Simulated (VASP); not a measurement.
HgPd, 2 atoms in the cell. Symmetry: P4/mmm, No. 123, tetragonal system. Conventional cell: a = 3.009 Å, b = 3.009 Å, c = 3.742 Å, α = 90.00°, β = 90.00°, γ = 90.00°. Within 3.8 Å of Hg (site symmetry 4/mmm) lie 8 Pd at 2.83 Å and 6 Hg at 3.01 to 3.74 Å. Pd (site symmetry 4/mmm) has 8 Hg at 2.83 Å and 6 Pd at 3.01 to 3.74 Å within 3.8 Å. 

| Quantity | Value |
| --- | --- |
| Program | VASP 6.6.1 |
| Task | single point |
| Functional | PBEsol |
| Potentials or basis | VASP PAW PBE potentials, release 64 (Hg_sv_GW, Pd_sv_GW) |
| Cutoff | 630 eV |
| k mesh | 14 × 14 × 12 |
| Occupations | gaussian, width 0.1 eV |
| Spin | no spin polarisation |
| Dipole correction | no |
| Further INCAR settings | ALGO = Normal; EDIFF = 1e-06; NBANDS = 26 |

Potentials or basis: VASP PAW PBE potentials, release 64 (Hg_sv_GW, Pd_sv_GW).

Launch:

```bash
$ cat potpaw_PBE.64/Hg_sv_GW/POTCAR potpaw_PBE.64/Pd_sv_GW/POTCAR > POTCAR
$ mpirun -np 1 vasp_std > vasp.out
```

Hardware: 1 thread of Intel(R) Xeon(R) Platinum 8259CL CPU @ 2.50GHz (Skylake/Cascade Lake), with other jobs on the host.

**Question.** How long does it take, and how much memory?

**Answer.** Run time: 3.9 min on 1 thread of Intel(R) Xeon(R) Platinum 8259CL CPU @ 2.50GHz (Skylake/Cascade Lake), with other jobs on the host, peak memory 0.5 GiB. Counts: scf iterations 13, k points 252.
